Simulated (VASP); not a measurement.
A run of VASP 6.6.1 is set up as follows.

The input INCAR:

```
ALGO = Normal ; EDIFF = 1E-6
ENCUT = 500 ; GGA = PS
GGA_COMPAT = False ; ISIF = 2
ISMEAR = -1 ; ISYM = 0
LASPH = True ; LCHARG = True
LELF = True ; LREAL = Auto
LVHAR = True ; LWAVE = False
NBANDS = 326 ; NCORE = 4
NELM = 120 ; PREC = Accurate
SIGMA = 0.05
```

File KPOINTS:

```
Automatic mesh
0
Gamma
  1 1 1
  0.25 0.25 0.25
```

File POSCAR:

```
In7GaAsP7
1.0
   11.6950606769      0.0000000000      0.0000000000
    0.0000000000     11.6950606769      0.0000000000
    0.0000000000      0.0000000000     11.6950606769
In Ga P As
28 4 28 4
Direct
    0.0027710000      0.0055690000      0.9987250000
    0.0020420000      0.0047720000      0.4986740000
    0.0001980000      0.4973390000      0.0026080000
    0.0022590000      0.4951040000      0.4988060000
    0.5028750000      0.0007500000      0.9942700000
    0.4968760000      0.4997830000      0.9932020000
    0.4970530000      0.4993800000      0.5026870000
    0.2477750000      0.2505850000      0.0024850000
    0.2494660000      0.7471540000      0.9936480000
    0.2542240000      0.7524080000      0.5033070000
    0.7532930000      0.2506540000      0.0015960000
    0.7498660000      0.2476740000      0.4986780000
    0.7473070000      0.7497460000      0.9913750000
    0.7467360000      0.7522030000      0.5033210000
    0.2439840000      0.0053950000      0.2547060000
    0.2551040000      0.0008590000      0.7454260000
    0.2482750000      0.4948040000      0.2522940000
    0.2515560000      0.4998660000      0.7466700000
    0.7470340000      0.0060070000      0.2554840000
    0.7466250000      0.9986470000      0.7468120000
    0.7565590000      0.4947150000      0.2540750000
    0.7471570000      0.5017120000      0.7494910000
    0.0015830000      0.2510730000      0.7475130000
    0.0025160000      0.7464870000      0.2530120000
    0.0004750000      0.7504780000      0.7488280000
    0.4999160000      0.2512340000      0.2513520000
    0.4969150000      0.2479290000      0.7439880000
    0.5001350000      0.7527410000      0.2585250000
    0.5009630000      0.9966090000      0.5067580000
    0.2461620000      0.2495830000      0.5006120000
    0.0020940000      0.2496360000      0.2523910000
    0.4994780000      0.7513050000      0.7460090000
    0.1180500000      0.1334710000      0.1322860000
    0.1318330000      0.1310530000      0.6196150000
    0.1268800000      0.6226160000      0.1246690000
    0.1253010000      0.6248310000      0.6230850000
    0.6240350000      0.1260920000      0.1236240000
    0.6191700000      0.1183690000      0.6174680000
    0.6167290000      0.6305190000      0.6307980000
    0.3750660000      0.3754560000      0.1236310000
    0.3655950000      0.3677820000      0.6166460000
    0.3881670000      0.8744560000      0.6260520000
    0.8842650000      0.3668700000      0.1332390000
    0.8722130000      0.3748370000      0.6246320000
    0.8766110000      0.8774630000      0.6234190000
    0.3736490000      0.1268550000      0.8749710000
    0.3725240000      0.6229800000      0.3763530000
    0.3807900000      0.6313870000      0.8629840000
    0.8821610000      0.1328690000      0.3694550000
    0.8737180000      0.1249630000      0.8709490000
    0.8746940000      0.6246810000      0.3792550000
    0.8765860000      0.6225920000      0.8738120000
    0.1247810000      0.3605140000      0.3750010000
    0.1260100000      0.3760620000      0.8741730000
    0.1250150000      0.8738900000      0.3780050000
    0.1260370000      0.8779890000      0.8715240000
    0.6248090000      0.3757390000      0.3774550000
    0.6241630000      0.3716290000      0.8722120000
    0.6193890000      0.8842170000      0.3847920000
    0.6171620000      0.8683190000      0.8638060000
    0.6256160000      0.6228120000      0.1267500000
    0.3725420000      0.8773370000      0.1252570000
    0.8729620000      0.8755990000      0.1249960000
    0.3759100000      0.1244140000      0.3907320000
```

Potentials or basis: VASP PAW PBE potentials, release 64 (In_d, Ga_d, P, As).

Launch:

```bash
$ cat potpaw_PBE.64/In_d/POTCAR potpaw_PBE.64/Ga_d/POTCAR potpaw_PBE.64/P/POTCAR potpaw_PBE.64/As/POTCAR > POTCAR
$ mpirun -np 4 vasp_std > vasp.out
```

Problem. Estimate the band gap on the k mesh.

Solution. 1.54 eV.

Problem. Estimate the pressure.

Solution. 0.0 GPa.

Problem. Predict the largest force.

Solution. 0.067 eV/Å.

Stress tensor (GPa, compression positive):
```
0.02 0.03 0.04
0.03 0.02 0.06
0.04 0.06 0.03
```

Caveat: the PAW data sets were made with another functional, which shifts forces and pressure a little; spin-orbit coupling is left out, which moves the levels of the heavy elements; a shifted mesh leaves out Γ, where band edges can lie. A k mesh can miss the band edges.
